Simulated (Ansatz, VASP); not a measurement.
# CO: VASP beside Ansatz

```
C O
1.0
     2.49557    0.00000    0.00000
     0.00000    2.49557    0.00000
     0.00000    0.00000    2.49557
C O
1 1
Direct
  0.00000 0.00000 0.00000
  0.50000 0.50000 0.50000
```

Alike in both runs: functional PBE; k mesh 22 × 22 × 22; occupations gaussian, width 0.1 eV; no spin polarisation.

Ansatz relaxed the structure, and its values are those at the end. VASP's run is a single point on that final structure, the one shown.

|  | VASP | Ansatz |
| --- | --- | --- |
| version | VASP 6.6.1 | Ansatz 0.2.0 |
| potentials or method | VASP PAW PBE potentials, release 64 (C, O), cutoff 600 eV | scalar-relativistic, plane waves, PAW |
| valence electrons in the cell | 10 | 10 |

Ansatz gave:

| Property | Result |
| --- | --- |
| gap on the k mesh at the Fermi level (eV) | none |
| pressure (GPa) | 0.0 |

Question: What did VASP give for the same quantities?

Answer: gap on the k mesh at the Fermi level (eV): none; pressure (GPa): -0.4.

A gap of «none» marks a metal or a gap that the smearing closes.
